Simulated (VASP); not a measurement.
# KRe (Pmma) in VASP: further runs

Runs on KRe. Level: PBE. Tasks: single point.

Everything below comes from runs of VASP 6.6.1. Logs are shortened: lines on timing, memory, paths and dates and some standing lists are left out, and cuts for length are marked.

### 1 The cell of the first run

It takes space group Pmma (No. 51, orthorhombic). Conventional cell: a = 5.331 Å, b = 3.528 Å, c = 5.443 Å, α = 90.00°, β = 90.00°, γ = 90.00°. K (site symmetry mm2) has 8 Re at 3.24 to 3.27 Å and 6 K at 3.35 to 4.33 Å within 4.4 Å. Re (site symmetry mm2) has 8 K at 3.24 to 3.27 Å and 6 Re at 3.36 to 4.32 Å within 4.4 Å.

### 2 Single point, PBE

INCAR

```
ALGO = Fast ; EDIFF = 1E-6
ENCUT = 520 ; GGA = PE
ISIF = 2 ; ISMEAR = 0
LASPH = T ; LCHARG = F
LREAL = F ; LWAVE = F
NBANDS = 24 ; NELM = 80
PREC = Accurate ; SIGMA = 0.1
```

KPOINTS

```
k-points
0
Gamma
  4 6 4
```

POSCAR

```
KRe
1.0
    5.3307856310      0.0000000000      0.0000000000
    0.0000000000      3.5277257852      0.0000000000
    0.0000000000      0.0000000000      5.4427769258
K Re
2 2
Direct
    0.7500000000      0.0000000000      0.6870000000
    0.2500000000      0.0000000000      0.3130000000
    0.7500000000      0.5000000000      0.1880000000
    0.2500000000      0.5000000000      0.8120000000
```

Potentials or basis: VASP PAW PBE potentials, release 64 (K_sv, Re).

Launch:

```console
$ cat potpaw_PBE.64/K_sv/POTCAR potpaw_PBE.64/Re/POTCAR > POTCAR
$ mpirun -np 1 vasp_std > vasp.out
```

OUTCAR:

```text
EDIFF = 1E-6
   ENCUT = 520
   GGA = PE
   ISIF = 2
   ISMEAR = 0
   LASPH = T
   LREAL = F
   NELM = 80
   PREC = Accurate

 ion  position               nearest neighbor table
   1  0.750  0.000  0.687-   3 3.24   3 3.24   3 3.25   3 3.25   4 3.27   4 3.27   4 3.27   4 3.27
                             2 3.35   2 3.35
   2  0.250  0.000  0.313-   4 3.24   4 3.24   4 3.25   4 3.25   3 3.27   3 3.27   3 3.27   3 3.27
                             1 3.35   1 3.35
   3  0.750  0.500  0.188-   1 3.24   1 3.24   1 3.25   1 3.25   2 3.27   2 3.27   2 3.27   2 3.27
                             4 3.36   4 3.36
   4  0.250  0.500  0.812-   2 3.24   2 3.24   2 3.25   2 3.25   1 3.27   1 3.27   1 3.27   1 3.27
                             3 3.36   3 3.36

  LATTYP: Found a simple orthorhombic cell.
 ALAT       =     3.5277257852
 B/A-ratio  =     1.5111111111
 C/A-ratio  =     1.5428571429

  Lattice vectors:

 A1 = (   0.0000000000,  -3.5277257852,   0.0000000000)
 A2 = (   5.3307856310,   0.0000000000,   0.0000000000)
 A3 = (   0.0000000000,   0.0000000000,   5.4427769258)

Analysis of symmetry for initial positions (statically):
=====================================================================
 Subroutine PRICEL returns:
 Original cell was already a primitive cell.

 Routine SETGRP: Setting up the symmetry group for a
 simple orthorhombic supercell.

 Subroutine GETGRP returns: Found  8 space group operations
 (whereof  4 operations were pure point group operations)
 out of a pool of  8 trial point group operations.

The static configuration has the point symmetry C_2h.
 The point group associated with its full space group is D_2h.

Analysis of symmetry for dynamics (positions and initial velocities):
=====================================================================
 Subroutine PRICEL returns:
 Original cell was already a primitive cell.

 Routine SETGRP: Setting up the symmetry group for a
 simple orthorhombic supercell.

 Subroutine GETGRP returns: Found  8 space group operations
 (whereof  4 operations were pure point group operations)
 out of a pool of  8 trial point group operations.

The dynamic configuration has the point symmetry C_2h.
 The point group associated with its full space group is D_2h.

 Subroutine INISYM returns: Found  8 space group operations
 (whereof  4 operations are pure point group operations),
 and found     1 'primitive' translations

----------------------------------------------------------------------------------------

                                     Primitive cell

  volume of cell :     102.3544

  direct lattice vectors                    reciprocal lattice vectors
     5.330785631  0.000000000  0.000000000     0.187589610  0.000000000  0.000000000
     0.000000000  3.527725785  0.000000000     0.000000000  0.283468745  0.000000000
     0.000000000  0.000000000  5.442776926     0.000000000  0.000000000  0.183729742

  length of vectors
     5.330785631  3.527725785  5.442776926     0.187589610  0.283468745  0.183729742

  position of ions in fractional coordinates (direct lattice)
     0.750000000  0.000000000  0.687000000
     0.250000000  0.000000000  0.313000000
     0.750000000  0.500000000  0.188000000
     0.250000000  0.500000000  0.812000000

  ion indices of the primitive-cell ions
   primitive index   ion index
                 1           1
                 2           2
                 3           3
                 4           4

----------------------------------------------------------------------------------------

 KPOINTS: k-points

Automatic generation of k-mesh.
 Grid dimensions read from file:
 generate k-points for:    4    6    4

 Generating k-lattice:

  Cartesian coordinates                     Fractional coordinates (reciprocal lattice)
     0.046897403  0.000000000  0.000000000     0.250000000  0.000000000  0.000000000
     0.000000000  0.047244791  0.000000000     0.000000000  0.166666667  0.000000000
     0.000000000  0.000000000  0.045932435     0.000000000  0.000000000  0.250000000

  Length of vectors
     0.046897403  0.047244791  0.045932435

  Shift w.r.t. Gamma in fractional coordinates (k-lattice)
     0.000000000  0.000000000  0.000000000

 Subroutine IBZKPT returns following result:
 ===========================================

 Found     36 irreducible k-points:

 Following reciprocal coordinates:
            Coordinates               Weight
  0.000000  0.000000  0.000000      1.000000
  0.250000  0.000000  0.000000      2.000000
  0.500000  0.000000  0.000000      1.000000
  0.000000  0.166667  0.000000      2.000000
  0.250000  0.166667  0.000000      4.000000
  0.500000  0.166667  0.000000      2.000000
[... 16 lines left out ...]
  0.250000  0.500000  0.250000      4.000000
  0.500000  0.500000  0.250000      2.000000
 [... further k-points ...]
   k-points           NKPTS =     36   k-points in BZ     NKDIM =     36   number of bands    NBANDS=     24
   number of dos      NEDOS =    301   number of ions     NIONS =      4
   total plane-waves  NPLWV =  44800
   dimension x,y,z NGX =    40 NGY =   28 NGZ =   40
   dimension x,y,z NGXF=    80 NGYF=   56 NGZF=   80
   ions per type =               2   2
   NGX,Y,Z   is equivalent  to a cutoff of  12.47, 13.20, 12.22 a.u.
   NGXF,Y,Z  is equivalent  to a cutoff of  24.95, 26.39, 24.44 a.u.
 SYSTEM =  unknown system
   PREC   = accura    normal or accurate (medium, high low for compatibility)
   ISTART =      0    job   : 0-new  1-cont  2-samecut
   ICHARG =      2    charge: 1-file 2-atom 10-const
   ISPIN  =      1    spin polarized calculation?
   LNONCOLLINEAR =      F non collinear calculations
   LSORBIT =      F    spin-orbit coupling
   LASPH  =      T    aspherical Exc in radial PAW
   ENCUT  =  520.0 eV  38.22 Ry    6.18 a.u.   9.91  6.56 10.12*2*pi/ulx,y,z
   NELM   =     80;   NELMIN=  2; NELMDL= -5     # of ELM steps
   EDIFF  = 0.1E-05   stopping-criterion for ELM
   LREAL  =      F    real-space projection
   EDIFFG = 0.1E-04   stopping-criterion for IOM
   NSW    =      0    number of steps for IOM
   IBRION =     -1    ionic relax: 0-MD 1-quasi-New 2-CG
   NFREE  =      0    steps in history (QN), initial steepest desc. (CG)
   ISIF   =      2    stress and relaxation
   ISYM   =      2    0-nonsym 1-usesym 2-fastsym
   POTIM  = 0.5000    time-step for ionic-motion
   TEBEG  =    0.0;   TEEND  =   0.0 temperature during run
   PSTRESS=    0.0 pullay stress
   NELECT =      32.0000    total number of electrons
   NUPDOWN=      -1.0000    fix difference up-down
   EMIN   =  10.00;   EMAX   =-10.00  energy-range for DOS
   EFERMI =   0.00;   METHOD = LEGACY
   ISMEAR =     0;   SIGMA  =   0.10  broadening in eV -4-tet -1-fermi 0-gaus
   EFERMI_NEDOS =   21; number of points for ismear=-14 and -15
   IALGO  =     68    algorithm
   IMIX   =      4    mixing-type and parameters
     AMIX     =   0.40;   BMIX     =  1.00
     AMIX_MAG =   1.60;   BMIX_MAG =  1.00
  volume/ion in A,a.u.               =      25.59       172.68
  Fermi-wavevector in a.u.,A,eV,Ry     =   1.111107  2.099688 16.797198  1.234559
  Thomas-Fermi vector in A             =   2.247667
   LORBIT       =      0    0 simple, 1 ext, 2 COOP (PROOUT), +10 PAW based schemes
   GGA     = PE    functional components
   LHFCALC =     F    Hartree Fock is set to
   AEXX    =    0.0000 exact exchange contribution
   IVDW    =     0    specifies the selected vdW correction
   LEPSILON=     F    determine dielectric tensor
   LRPA    =     F    only Hartree local field effects (RPA)
 non-spin polarized calculation
 RMM-DIIS sequential band-by-band and
 Gauss-broadening in eV      SIGMA  =   0.10
  energy-cutoff  :      520.00
  volume of cell :      102.35
 maximum number of plane-waves:      2774
 NGX is ok and might be reduce to    40
   NGX = 19   NGY = 13   NGZ = 21

 number of electron      32.0000000 magnetization

 Free energy of the ion-electron system (eV)
  ---------------------------------------------------
  ext. energy  EPLUGINS =         0.00000000
  ---------------------------------------------------
  free energy    TOTEN  =       -15.11246701 eV

  energy without entropy =      -15.06078840  energy(sigma->0) =      -15.08662771

 E-fermi :   2.0890     XC(G=0):  -9.8456

 val. band max:        2.0882454849   @ k =   0.2500   0.3333   0.0000
 cond. band min:       2.0895730806   @ k =   0.5000   0.3333   0.0000
 fundamental gap:      0.0013275957
 Fermi energy:         2.0890275815

 k-point     1 :       0.0000    0.0000    0.0000
  band No.  band energies     occupation
      1     -27.4297      2.00000
      2     -27.3346      2.00000
      3     -11.2946      2.00000
      4     -11.1472      2.00000
      5     -10.8563      2.00000
      6     -10.7860      2.00000
[... 16 lines left out ...]
     23       8.2200      0.00000
     24       8.3062      0.00000

 k-point     2 :       0.2500    0.0000    0.0000
  band No.  band energies     occupation
      1     -27.4153      2.00000
      2     -27.3480      2.00000
      3     -11.2952      2.00000
      4     -11.1645      2.00000
      5     -10.8442      2.00000
      6     -10.8267      2.00000
[... 16 lines left out ...]
     23       7.9326      0.00000
     24       8.0253      0.00000

 k-point     3 :       0.5000    0.0000    0.0000
  band No.  band energies     occupation
      1     -27.3811      2.00000
      2     -27.3811      2.00000
      3     -11.2432      2.00000
      4     -11.2432      2.00000
      5     -10.8448      2.00000
      6     -10.8448      2.00000
[... 16 lines left out ...]
     23       7.2757      0.00000
     24       7.2796      0.00000
[... 514 lines left out ...]
 k-point    23 :       0.2500    0.5000    0.2500
  band No.  band energies     occupation
      1     -27.3587      2.00000
      2     -27.2988      2.00000
      3     -11.3726      2.00000
      4     -11.2524      2.00000
      5     -11.2030      2.00000
      6     -11.0903      2.00000
[... 16 lines left out ...]
     23       4.6399      0.00000
     24       6.5953      0.00000

 k-point    24 :       0.5000    0.5000    0.2500
  band No.  band energies     occupation
      1     -27.3290      2.00000
      2     -27.3290      2.00000
      3     -11.3029      2.00000
      4     -11.3029      2.00000
      5     -11.1695      2.00000
      6     -11.1695      2.00000
[... 16 lines left out ...]
     23       5.3379      0.00000
     24       5.3379      0.00000

 [... further k-points ...]
[... 5 lines left out ...]
  --------------------------------------------------------------------------------------
  -------------------------------------------------------------------------------------
  Total       -3.8026711     -3.4171220      0.1986531      0.0000000      0.0000000     -0.0000000
  in kB      -59.5240907    -53.4890015      3.1095627      0.0000000      0.0000000     -0.0000000
  external PRESSURE =     -36.6345098 kB  Pullay stress =       0.0000000 kB

 VOLUME and BASIS-vectors are now :
 -----------------------------------------------------------------------------
  energy-cutoff  :      520.00
  volume of cell :      102.35
      direct lattice vectors                 reciprocal lattice vectors
     5.330785631  0.000000000  0.000000000     0.187589610  0.000000000  0.000000000
     0.000000000  3.527725785  0.000000000     0.000000000  0.283468745  0.000000000
     0.000000000  0.000000000  5.442776926     0.000000000  0.000000000  0.183729742

 POSITION                                       TOTAL-FORCE (eV/Angst)
 -----------------------------------------------------------------------------------
      3.99809      0.00000      3.73919         0.000000      0.000000      0.257320
      1.33270      0.00000      1.70359         0.000000      0.000000     -0.257320
      3.99809      1.76386      1.02324         0.000000      0.000000     -3.029211
      1.33270      1.76386      4.41953        -0.000000     -0.000000      3.029211
 -----------------------------------------------------------------------------------
    total drift:                                0.000000     -0.000000      0.000000

  FREE ENERGIE OF THE ION-ELECTRON SYSTEM (eV)
  ---------------------------------------------------
  free  energy   TOTEN  =       -15.1124670138 eV

  energy  without entropy=      -15.0607884035  energy(sigma->0) =      -15.08662771
```

Wall time 2.8 min (1 thread of Intel Xeon 6975P-C (Granite Rapids), shared host); peak memory 0.25 GiB.

Results:

```
Free energy            : -15.1125 eV
Pressure               : -3.7 GPa
Largest force          : 3.029 eV/Å
Band gap on the k mesh : zero (bands 16 and 17 overlap by 0.40 eV)
```

Forces in eV/Å, atoms in the order of the input:
```
K    0.000  0.000  0.257
K    0.000  0.000 -0.257
Re   0.000  0.000 -3.029
Re   0.000  0.000  3.029
```

Caveat: the stress differs along the axes, from -6 to 0 GPa; spin-orbit coupling is left out, which moves the levels of the heavy elements; forces of over 1 eV/Å act on the atoms, so gaps and moduli don't describe the material at rest.

(Continued in part 2 of 2.)
